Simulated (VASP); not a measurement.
A run of VASP 6.6.1 is set up as follows.

INCAR

```
SYSTEM = ZnInO
PREC     = Accurate       ! precision mode
ENCUT    = 600            ! plane-wave cutoff, eV
EDIFF    = 1E-7           ! SCF threshold, eV
ISMEAR   = 0              ! smearing method
SIGMA    = 0.1            ! smearing width, eV
LREAL    = .FALSE.        ! projectors in reciprocal space
LASPH    = .TRUE.         ! aspherical terms in the spheres
NELM     = 120            ! most SCF steps
ALGO     = Normal         ! electronic algorithm
ISIF     = 3              ! what is computed and relaxed
LWAVE    = .FALSE.        ! write WAVECAR
LCHARG   = .FALSE.        ! write CHGCAR
GGA      = PE             ! functional
IBRION   = 2              ! ionic algorithm
NSW      = 90             ! ionic steps
EDIFFG   = -0.04          ! ionic threshold
GGA_COMPAT= .FALSE.      
NELMIN   = 4
```

KPOINTS

```
Automatic mesh
0
G
  6 6 6
  0 0 0
```

POSCAR

```
ZnInO
1.0
    4.0129199700      0.0000000000      0.0000000000
   -2.0064599800      3.4752906400      0.0000000000
    0.0000000000      0.0000000000      3.5416945700
Zn In O
1 1 1
Direct
    0.6666666700      0.3333333300      0.5000000000
    0.0000000000      0.0000000000      0.5000000000
    0.3333333300      0.6666666700      0.0000000000
```

Potentials or basis: VASP PAW PBE potentials, release 64 (Zn, In_d, O).

Command:

```console
$ cat potpaw_PBE.64/Zn/POTCAR potpaw_PBE.64/In_d/POTCAR potpaw_PBE.64/O/POTCAR > POTCAR
$ mpirun -np 1 vasp_std > vasp.out
```

What does it give for the band gap on the k mesh?

Zero (an odd number of electrons rules out a gap without spin polarisation).

Estimate the relaxed volume.

17.79 Å³/atom.

Predict the space group after relaxing (to 0.1 Å).

P-6m2 (No. 187).

What does it give for the relaxed cell?

a = 4.392 Å, b = 4.392 Å, c = 3.194 Å, α = 90.00°, β = 90.00°, γ = 120.00°.

Stress tensor (GPa, compression positive):
```
-0.25  0.00  0.00
 0.00 -0.25  0.00
 0.00  0.00  0.13
```

Caveat: spin-orbit coupling is left out, which moves the levels of the heavy elements; an odd number of electrons without spin polarisation forces a metal; a magnetic or distorted state may lie lower.
